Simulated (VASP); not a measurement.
# GePt (Pnma) in VASP: settings compared

Aim: see how the results for GePt move with the level of theory and the settings. Levels: LDA, PBE. Tasks: relaxation of cell and atoms.

All numbers are computed with VASP 6.6.1; they aren't measurements. Logs are shortened: lines on timing, memory, paths and dates and some standing lists are left out, and cuts for length are marked.

## Step 1: The cell of the first run

It takes space group Pnma (No. 62, orthorhombic). The conventional cell has a = 5.719 Å, b = 3.697 Å, c = 6.084 Å, α = 90.00°, β = 90.00°, γ = 90.00°. Within 3.3 Å of Ge (site symmetry m) lie 6 Pt at 2.48 to 2.65 Å and 2 Ge at 3.02 Å. Within 3.3 Å of Pt (site symmetry m) lie 6 Ge at 2.48 to 2.65 Å and 4 Pt at 2.95 to 2.97 Å.

## Step 2: Relaxation of cell and atoms, LDA

File INCAR:

```
PREC     = Accurate       # precision mode
ENCUT    = 600            # plane-wave cutoff, eV
EDIFF    = 1E-6           # SCF threshold, eV
ISMEAR   = -1             # smearing method
SIGMA    = 0.1            # smearing width, eV
LREAL    = False          # projectors in reciprocal space
LASPH    = True           # aspherical terms in the spheres
NELM     = 100            # most SCF steps
ALGO     = Normal         # electronic algorithm
ISIF     = 3              # what is computed and relaxed
LWAVE    = False          # write WAVECAR
LCHARG   = False          # write CHGCAR
GGA      = CA             # functional
IBRION   = 2              # ionic algorithm
NSW      = 80             # ionic steps
EDIFFG   = -0.01          # ionic threshold
```

File KPOINTS:

```
Automatic mesh
0
Gamma
  5 8 5
```

File POSCAR:

```
GePt
1.0
    5.7190000000      0.0000000000      0.0000000000
    0.0000000000      3.6970000000      0.0000000000
    0.0000000000      0.0000000000      6.0840000000
Ge Pt
4 4
Direct
    0.1850000000      0.2500000000      0.5900000000
    0.3150000000      0.7500000000      0.0900000000
    0.6850000000      0.2500000000      0.9100000000
    0.8150000000      0.7500000000      0.4100000000
    0.9995000000      0.2500000000      0.1908000000
    0.5005000000      0.7500000000      0.6908000000
    0.4995000000      0.2500000000      0.3092000000
    0.0005000000      0.7500000000      0.8092000000
```

Potentials or basis: VASP PAW LDA potentials, release 64 (Ge_d, Pt).

On the command line:

```sh
$ cat potpaw_LDA.64/Ge_d/POTCAR potpaw_LDA.64/Pt/POTCAR > POTCAR
$ mpirun -np 1 vasp_std > vasp.out
```

OUTCAR:

```text
PREC = Accurate
   ENCUT = 600
   EDIFF = 1E-6
   ISMEAR = -1
   LREAL = False
   LASPH = True
   NELM = 100
   ISIF = 3
   GGA = CA
   IBRION = 2
   NSW = 80
   EDIFFG = -0.01

 ion  position               nearest neighbor table
   1  0.185  0.250  0.590-   7 2.48   8 2.51   8 2.51   5 2.65   6 2.65   6 2.65
   2  0.315  0.750  0.090-   8 2.48   7 2.51   7 2.51   6 2.65   5 2.65   5 2.65
   3  0.685  0.250  0.910-   5 2.48   6 2.51   6 2.51   7 2.65   8 2.65   8 2.65
   4  0.815  0.750  0.410-   6 2.48   5 2.51   5 2.51   8 2.65   7 2.65   7 2.65
   5  0.999  0.250  0.191-   3 2.48   4 2.51   4 2.51   1 2.65   2 2.65   2 2.65   7 2.95   7 2.95
                             8 2.97   8 2.97
   6  0.501  0.750  0.691-   4 2.48   3 2.51   3 2.51   2 2.65   1 2.65   1 2.65   8 2.95   8 2.95
                             7 2.97   7 2.97
   7  0.499  0.250  0.309-   1 2.48   2 2.51   2 2.51   3 2.65   4 2.65   4 2.65   5 2.95   5 2.95
                             6 2.97   6 2.97
   8  0.001  0.750  0.809-   2 2.48   1 2.51   1 2.51   4 2.65   3 2.65   3 2.65   6 2.95   6 2.95
                             5 2.97   5 2.97

  LATTYP: Found a simple orthorhombic cell.
 ALAT       =     3.6970000000
 B/A-ratio  =     1.5469299432
 C/A-ratio  =     1.6456586421

  Lattice vectors:

 A1 = (   0.0000000000,  -3.6970000000,   0.0000000000)
 A2 = (   5.7190000000,   0.0000000000,   0.0000000000)
 A3 = (   0.0000000000,   0.0000000000,   6.0840000000)

Analysis of symmetry for initial positions (statically):
=====================================================================
 Subroutine PRICEL returns:
 Original cell was already a primitive cell.

 Routine SETGRP: Setting up the symmetry group for a
 simple orthorhombic supercell.

 Subroutine GETGRP returns: Found  8 space group operations
 (whereof  2 operations were pure point group operations)
 out of a pool of  8 trial point group operations.

The static configuration has the point symmetry S_2 .
 The point group associated with its full space group is D_2h.

Analysis of symmetry for dynamics (positions and initial velocities):
=====================================================================
 Subroutine PRICEL returns:
 Original cell was already a primitive cell.

 Routine SETGRP: Setting up the symmetry group for a
 simple orthorhombic supercell.

 Subroutine GETGRP returns: Found  8 space group operations
 (whereof  2 operations were pure point group operations)
 out of a pool of  8 trial point group operations.

The dynamic configuration has the point symmetry S_2 .
 The point group associated with its full space group is D_2h.

 Subroutine INISYM returns: Found  8 space group operations
 (whereof  2 operations are pure point group operations),
 and found     1 'primitive' translations

----------------------------------------------------------------------------------------

                                     Primitive cell

  volume of cell :     128.6349

  direct lattice vectors                    reciprocal lattice vectors
     5.719000000  0.000000000  0.000000000     0.174855744  0.000000000  0.000000000
     0.000000000  3.697000000  0.000000000     0.000000000  0.270489586  0.000000000
     0.000000000  0.000000000  6.084000000     0.000000000  0.000000000  0.164365549

  length of vectors
     5.719000000  3.697000000  6.084000000     0.174855744  0.270489586  0.164365549

  position of ions in fractional coordinates (direct lattice)
     0.185000000  0.250000000  0.590000000
     0.315000000  0.750000000  0.090000000
     0.685000000  0.250000000  0.910000000
     0.815000000  0.750000000  0.410000000
     0.999500000  0.250000000  0.190800000
     0.500500000  0.750000000  0.690800000
     0.499500000  0.250000000  0.309200000
     0.000500000  0.750000000  0.809200000

  ion indices of the primitive-cell ions
   primitive index   ion index
                 1           1
                 2           2
                 3           3
                 4           4
                 5           5
                 6           6
                 7           7
                 8           8

----------------------------------------------------------------------------------------

 KPOINTS: Automatic mesh

Automatic generation of k-mesh.
 Grid dimensions read from file:
 generate k-points for:    5    8    5

 Generating k-lattice:

  Cartesian coordinates                     Fractional coordinates (reciprocal lattice)
     0.034971149  0.000000000  0.000000000     0.200000000  0.000000000  0.000000000
     0.000000000  0.033811198  0.000000000     0.000000000  0.125000000  0.000000000
     0.000000000  0.000000000  0.032873110     0.000000000  0.000000000  0.200000000

  Length of vectors
     0.034971149  0.033811198  0.032873110

  Shift w.r.t. Gamma in fractional coordinates (k-lattice)
     0.000000000  0.000000000  0.000000000

 Subroutine IBZKPT returns following result:
 ===========================================

 Found     45 irreducible k-points:

 Following reciprocal coordinates:
            Coordinates               Weight
  0.000000  0.000000  0.000000      1.000000
  0.200000  0.000000  0.000000      2.000000
  0.400000  0.000000  0.000000      2.000000
  0.000000  0.125000  0.000000      2.000000
  0.200000  0.125000  0.000000      4.000000
  0.400000  0.125000  0.000000      4.000000
[... 16 lines left out ...]
  0.200000  0.250000  0.200000      8.000000
  0.400000  0.250000  0.200000      8.000000
 [... further k-points ...]
   k-points           NKPTS =     45   k-points in BZ     NKDIM =     45   number of bands    NBANDS=     57
   number of dos      NEDOS =    301   number of ions     NIONS =      8
   total plane-waves  NPLWV =  72000
   dimension x,y,z NGX =    48 NGY =   30 NGZ =   50
   dimension x,y,z NGXF=    96 NGYF=   60 NGZF=  100
   ions per type =               4   4
   NGX,Y,Z   is equivalent  to a cutoff of  13.95, 13.49, 13.66 a.u.
   NGXF,Y,Z  is equivalent  to a cutoff of  27.91, 26.98, 27.33 a.u.
 SYSTEM =  unknown system
   PREC   = accura    normal or accurate (medium, high low for compatibility)
   ISTART =      0    job   : 0-new  1-cont  2-samecut
   ICHARG =      2    charge: 1-file 2-atom 10-const
   ISPIN  =      1    spin polarized calculation?
   LNONCOLLINEAR =      F non collinear calculations
   LSORBIT =      F    spin-orbit coupling
   LASPH  =      T    aspherical Exc in radial PAW
   ENCUT  =  600.0 eV  44.10 Ry    6.64 a.u.  11.42  7.38 12.15*2*pi/ulx,y,z
   NELM   =    100;   NELMIN=  2; NELMDL= -5     # of ELM steps
   EDIFF  = 0.1E-05   stopping-criterion for ELM
   LREAL  =      F    real-space projection
   EDIFFG = -.1E-01   stopping-criterion for IOM
   NSW    =     80    number of steps for IOM
   IBRION =      2    ionic relax: 0-MD 1-quasi-New 2-CG
   NFREE  =      1    steps in history (QN), initial steepest desc. (CG)
   ISIF   =      3    stress and relaxation
   ISYM   =      2    0-nonsym 1-usesym 2-fastsym
   POTIM  = 0.5000    time-step for ionic-motion
   TEBEG  =    0.0;   TEEND  =   0.0 temperature during run
   PSTRESS=    0.0 pullay stress
   NELECT =      96.0000    total number of electrons
   NUPDOWN=      -1.0000    fix difference up-down
   EMIN   =  10.00;   EMAX   =-10.00  energy-range for DOS
   EFERMI =   0.00;   METHOD = LEGACY
   ISMEAR =    -1;   SIGMA  =   0.10  broadening in eV -4-tet -1-fermi 0-gaus
   EFERMI_NEDOS =   21; number of points for ismear=-14 and -15
   IALGO  =     38    algorithm
   IMIX   =      4    mixing-type and parameters
     AMIX     =   0.40;   BMIX     =  1.00
     AMIX_MAG =   1.60;   BMIX_MAG =  1.00
  volume/ion in A,a.u.               =      16.08       108.51
  Fermi-wavevector in a.u.,A,eV,Ry     =   1.484952  2.806152 30.001955  2.205082
  Thomas-Fermi vector in A             =   2.598424
   LORBIT       =      0    0 simple, 1 ext, 2 COOP (PROOUT), +10 PAW based schemes
   GGA     = CA    functional components
   LHFCALC =     F    Hartree Fock is set to
   AEXX    =    0.0000 exact exchange contribution
   IVDW    =     0    specifies the selected vdW correction
   LEPSILON=     F    determine dielectric tensor
   LRPA    =     F    only Hartree local field effects (RPA)
 conjugate gradient relaxation of ions
 non-spin polarized calculation
  energy-cutoff  :      600.00
  volume of cell :      128.63
 maximum number of plane-waves:      4326
 NGX is ok and might be reduce to    48
   NGX = 23   NGY = 15   NGZ = 25

--------------------------------------- Ionic step        1  -------------------------------------------

 number of electron      96.0000032 magnetization

 Free energy of the ion-electron system (eV)
  ---------------------------------------------------
  ext. energy  EPLUGINS =         0.00000000
  ---------------------------------------------------
  free energy    TOTEN  =       -54.83845886 eV

  energy without entropy =      -54.76577575  energy(sigma->0) =      -54.80211731

------------------------ aborting loop because EDIFF is reached ----------------------------------------

  FORCE on cell =-STRESS in cart. coord.  units (eV):
  Direction    XX          YY          ZZ          XY          YZ          ZX
  --------------------------------------------------------------------------------------
  -------------------------------------------------------------------------------------
  Total       -1.6135928     -0.9637458     -1.9802580      0.0000000      0.0000000      0.0000000
  in kB      -20.0976728    -12.0036780    -24.6645735      0.0000000      0.0000000      0.0000000
  external PRESSURE =     -18.9219748 kB  Pullay stress =       0.0000000 kB
[... 29 lines left out ...]
--------------------------------------- Ionic step        2  -------------------------------------------

 number of electron      96.0000025 magnetization

 E-fermi :  10.1024     XC(G=0): -12.9027

 val. band max:       10.0833876883   @ k =   0.0000   0.2500   0.2000
 cond. band min:      10.1141427110   @ k =   0.2000   0.2500   0.2000
 fundamental gap:      0.0307550226
 Fermi energy:        10.1024416883

 k-point     1 :       0.0000    0.0000    0.0000
  band No.  band energies     occupation
      1     -15.2306      2.00000
      2     -15.2218      2.00000
      3     -15.2215      2.00000
      4     -15.2166      2.00000
      5     -15.2079      2.00000
      6     -15.1894      2.00000
[... 1508 lines left out ...]
  FREE ENERGIE OF THE ION-ELECTRON SYSTEM (eV)
  ---------------------------------------------------
  free  energy   TOTEN  =       -54.8473523051 eV

  energy  without entropy=      -54.7763518221  energy(sigma->0) =      -54.81185206

[... ionic steps 4 to 8 ...]

--------------------------------------- Ionic step        9  -------------------------------------------

 number of electron      96.0000025 magnetization

------------------------ aborting loop because EDIFF is reached ----------------------------------------
[... 79 lines left out ...]
--------------------------------------- Ionic step       11  -------------------------------------------

 number of electron      96.0000025 magnetization

 Free energy of the ion-electron system (eV)
  ---------------------------------------------------
  ext. energy  EPLUGINS =         0.00000000
  ---------------------------------------------------
  free energy    TOTEN  =       -54.84895077 eV

  energy without entropy =      -54.77828359  energy(sigma->0) =      -54.81361718

 E-fermi :   9.7992     XC(G=0): -12.8064

 val. band max:        9.7947619314   @ k =   0.0000   0.1250   0.4000
 cond. band min:       9.8224087997   @ k =   0.2000   0.2500   0.2000
 fundamental gap:      0.0276468683
 Fermi energy:         9.7991909918

 k-point     1 :       0.0000    0.0000    0.0000
  band No.  band energies     occupation
      1     -15.4804      2.00000
      2     -15.4722      2.00000
      3     -15.4714      2.00000
      4     -15.4671      2.00000
      5     -15.4576      2.00000
      6     -15.4411      2.00000
[... 1466 lines left out ...]
  FREE ENERGIE OF THE ION-ELECTRON SYSTEM (eV)
  ---------------------------------------------------
  free  energy   TOTEN  =       -54.8489507676 eV

  energy  without entropy=      -54.7782835913  energy(sigma->0) =      -54.81361718

 reached required accuracy - stopping structural energy minimisation
```

It took 47 min on 1 thread of Oxide Virtual Turin-like, shared host; peak memory 0.4 GiB.

Results:

- Free energy: -54.8490 eV
- Relaxed volume: 15.91 Å³/atom
- Relaxed cell: a = 5.701 Å, b = 3.696 Å, c = 6.041 Å, α = 90.00°, β = 90.00°, γ = 90.00°
- Space group after relaxing (to 0.1 Å): Pnma (No. 62)
- Energy gained by relaxing: 1.3 meV/atom
- Ionic steps: 11
- Pressure after relaxing: 0.0 GPa
- Largest force after relaxing: 0.003 eV/Å
- Band gap on the k mesh: zero (bands 48 and 49 overlap by 1.48 eV)

Forces in eV/Å, atoms in the order of the input:
```
Ge   0.002  0.000 -0.002
Ge  -0.002  0.000 -0.002
Ge   0.002  0.000  0.002
Ge  -0.002  0.000  0.002
Pt   0.001  0.000  0.000
Pt  -0.001  0.000  0.000
Pt   0.001  0.000  0.000
Pt  -0.001  0.000  0.000
```

The path:
| step | energy change (eV) | largest force (eV/Å) | pressure (GPa) | volume (Å³) |
| --- | --- | --- | --- | --- |
| 1 | 0.0000 | 0.0972 | -1.89 | 128.63 |
| 2 | 0.0156 | 0.0973 | 3.64 | 125.13 |
| 3 | -0.0089 | 0.0503 | 0.12 | 127.30 |
| 4 | -0.0100 | 0.0327 | 0.02 | 127.37 |
| 5 | -0.0100 | 0.0346 | -0.05 | 127.38 |
| 6 | -0.0102 | 0.0244 | 0.06 | 127.32 |
| 7 | -0.0103 | 0.0206 | 0.13 | 127.26 |
| 8 | -0.0104 | 0.0148 | -0.04 | 127.36 |
| 9 | -0.0104 | 0.0152 | -0.04 | 127.36 |
| 10 | -0.0105 | 0.0103 | -0.01 | 127.34 |
| 11 | -0.0105 | 0.0030 | 0.04 | 127.31 |

Final structure:
```yaml
crystal:
  lattice:
    - [5.70118, 0.00000, 0.00000]
    - [0.00000, 3.69647, 0.00000]
    - [0.00000, 0.00000, 6.04117]
  atoms:
    - { symbol: Ge, position: [0.18520, 0.25000, 0.58920] }
    - { symbol: Ge, position: [0.31480, 0.75000, 0.08920] }
    - { symbol: Ge, position: [0.68520, 0.25000, 0.91080] }
    - { symbol: Ge, position: [0.81480, 0.75000, 0.41080] }
    - { symbol: Pt, position: [0.00085, 0.25000, 0.19101] }
    - { symbol: Pt, position: [0.49915, 0.75000, 0.69101] }
    - { symbol: Pt, position: [0.50085, 0.25000, 0.30899] }
    - { symbol: Pt, position: [0.99915, 0.75000, 0.80899] }
```

Caveat: spin-orbit coupling is left out, which moves the levels of the heavy elements. LDA usually gives volumes a few per cent too small.

## Step 3: Relaxation of cell and atoms, PBE

File INCAR:

```
PREC = Accurate
ENCUT = 600
EDIFF = 1E-7
ISMEAR = -1
SIGMA = 0.1
LREAL = F
LASPH = T
NELM = 60
ALGO = Normal
ISIF = 3
LWAVE = F
LCHARG = F
GGA = PE
IBRION = 2
NSW = 80
EDIFFG = -0.01
```

File KPOINTS:

```
regular mesh
0
Gamma
  5 8 5
```

POSCAR is that of step 2.

Potentials or basis: VASP PAW PBE potentials, release 64 (Ge_d, Pt).

On the command line:

```sh
$ cat potpaw_PBE.64/Ge_d/POTCAR potpaw_PBE.64/Pt/POTCAR > POTCAR
$ mpirun -np 1 vasp_std > vasp.out
```

It took 33 min on 1 thread of AMD EPYC 9755, shared host; peak memory 0.45 GiB.

Results (log left out):

```yaml
Free_energy: -46.2022 eV
Relaxed_volume: 16.89 Å³/atom
Relaxed_cell: a = 5.814 Å, b = 3.766 Å, c = 6.170 Å, α = 90.00°, β = 90.00°, γ = 90.00°
Space_group_after_relaxing_to_0.1_Å: Pnma (No. 62)
Energy_gained_by_relaxing: 19.9 meV/atom
Ionic_steps: 12
Pressure_after_relaxing: 0.0 GPa
Band_gap_on_the_k_mesh: zero (bands 48 and 49 overlap by 1.42 eV)
```

Forces on the atoms (eV/Å):
```
Ge   0.002  0.000  0.001
Ge  -0.002  0.000  0.001
Ge   0.002  0.000 -0.001
Ge  -0.002  0.000 -0.001
Pt  -0.002  0.000 -0.001
Pt   0.002  0.000 -0.001
Pt  -0.002  0.000  0.001
Pt   0.002  0.000  0.001
```

Step by step:
```tsv
step	energy change (eV)	largest force (eV/Å)	pressure (GPa)	volume (Å³)
1	0.0000	0.0958	8.41	128.63
2	0.1716	0.2773	-9.44	145.00
3	-0.1550	0.0837	-0.15	134.93
4	-0.1551	0.0809	0.00	134.80
5	-0.1574	0.0644	0.03	134.86
6	-0.1582	0.0489	0.05	134.90
7	-0.1590	0.0242	-0.05	135.02
8	-0.1592	0.0251	-0.11	135.11
9	-0.1592	0.0283	-0.14	135.15
10	-0.1593	0.0204	0.25	134.87
11	-0.1594	0.0186	0.08	134.99
12	-0.1596	0.0022	-0.01	135.08
```

Final structure:
```yaml
crystal:
  lattice:
    - [5.81403, 0.00000, 0.00000]
    - [0.00000, 3.76561, 0.00000]
    - [0.00000, 0.00000, 6.17011]
  atoms:
    - { symbol: Ge, position: [0.18647, 0.25000, 0.58887] }
    - { symbol: Ge, position: [0.31353, 0.75000, 0.08887] }
    - { symbol: Ge, position: [0.68647, 0.25000, 0.91113] }
    - { symbol: Ge, position: [0.81353, 0.75000, 0.41113] }
    - { symbol: Pt, position: [0.99800, 0.25000, 0.19251] }
    - { symbol: Pt, position: [0.50200, 0.75000, 0.69251] }
    - { symbol: Pt, position: [0.49800, 0.25000, 0.30749] }
    - { symbol: Pt, position: [0.00200, 0.75000, 0.80749] }
```

Levels at points of the mesh, in eV from the Fermi level:
```tsv
k point	band 45	band 46	band 47	band 48	band 49	band 50	band 51	band 52
(0.00, 0.00, 0.00)	-2.30	-1.35	-1.34	-0.86	0.70	0.80	2.96	3.19
(0.00, 0.50, 0.00)	-2.41	-2.41	-1.49	-1.49	-0.12	-0.12	2.04	2.04
```

Caveat: spin-orbit coupling is left out, which moves the levels of the heavy elements. Zero-point motion and thermal expansion aren't in these numbers.
